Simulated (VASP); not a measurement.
The system is ScAl3.

```xyz
4
Lattice="4.0878 0.0000 0.0000 0.0000 4.0878 0.0000 0.0000 0.0000 4.0878" Properties=species:S:1:pos:R:3 pbc="T T T"
Sc    0.0000    0.0000    0.0000
Al    2.0439    0.0000    2.0439
Al    0.0000    2.0439    2.0439
Al    2.0439    2.0439    0.0000
```

- Program: VASP 6.6.1
- Task: relaxation of cell and atoms
- Functional: LDA
- Potentials or basis: VASP PAW LDA potentials, release 64 (Sc_sv, Al)
- Cutoff: 600 eV
- k mesh: 10 × 10 × 10
- Occupations: gaussian, width 0.1 eV
- Spin: no spin polarisation

At the start: pressure -3.6 GPa; volume 17.08 Å³/atom.

**Question.** How do energy, volume and symmetry change on relaxing?

**Answer.** Over 3 steps the energy falls by 7.7 meV/atom and the volume is 16.41 Å³/atom (-3.9 %); space group Pm-3m (No. 221, to 0.05 Å).

Step by step:
| step | energy change (eV) | largest force (eV/Å) | pressure (GPa) | volume (Å³) |
| --- | --- | --- | --- | --- |
| 1 | 0.0000 | 0.0000 | -3.55 | 68.31 |
| 2 | -0.0259 | 0.0000 | 1.54 | 64.63 |
| 3 | -0.0307 | 0.0000 | 0.00 | 65.63 |

Final structure:
```
Sc Al
1.0
     4.03374    0.00000    0.00000
     0.00000    4.03374    0.00000
     0.00000    0.00000    4.03374
Sc Al
1 3
Direct
  0.00000 0.00000 0.00000
  0.50000 0.00000 0.50000
  0.00000 0.50000 0.50000
  0.50000 0.50000 0.00000
```
